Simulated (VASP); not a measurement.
A run of VASP 6.6.1 is set up as follows.

The input POSCAR:

```
Ni
1.0
    0.0000000000      1.7330608651      1.7330608651
    1.7330608651      0.0000000000      1.7330608651
    1.7330608651      1.7330608651      0.0000000000
Ni
1
Direct
    0.0000000000      0.0000000000      0.0000000000
```

Contents of INCAR.step1:

```
SYSTEM = Ni
PREC = Accurate
ENCUT = 520
ISMEAR = -1
SIGMA = 0.1
LREAL = .False.
LASPH = .True.
NELM = 80
NBANDS = 11
GGA = PE
ALGO = Normal
EDIFF = 1E-4
LWAVE = .True.
LCHARG = .False.
```

Contents of INCAR.step2:

```
SYSTEM = Ni
PREC = Accurate
ENCUT = 520
EDIFF = 1E-7
ISMEAR = -1
SIGMA = 0.1
LREAL = .False.
LASPH = .True.
NELM = 80
ALGO = Normal
ISIF = 2
LWAVE = .False.
LCHARG = .True.
METAGGA = R2SCAN
LMIXTAU = .True.
LELF = .True.
LVHAR = .True.
NBANDS = 11
ISTART = 1
```

File KPOINTS:

```
Automatic mesh
0
Gamma
  22 22 22
  0 0 0
```

Potentials or basis: VASP PAW PBE potentials, release 64 (Ni).

Command:

```bash
$ cat potpaw_PBE.64/Ni/POTCAR > POTCAR
$ cp INCAR.step1 INCAR
$ mpirun -np 1 vasp_std > vasp.out
$ cp INCAR.step2 INCAR
$ mpirun -np 1 vasp_std > vasp.out
```

Task: What does it give for the pressure?

Result: 0.7 GPa.

Task: Predict the band gap on the k mesh.

Result: Zero (band 5 reaches 9.81 eV, above the bottom of band 6 at 8.68 eV).

Caveat: the PAW data sets were made with another functional, which shifts forces and pressure a little; the run has no spin polarisation, though such a crystal can be magnetic. Spin polarisation is off, so any magnetic state and its effect on volume and gap are missing.
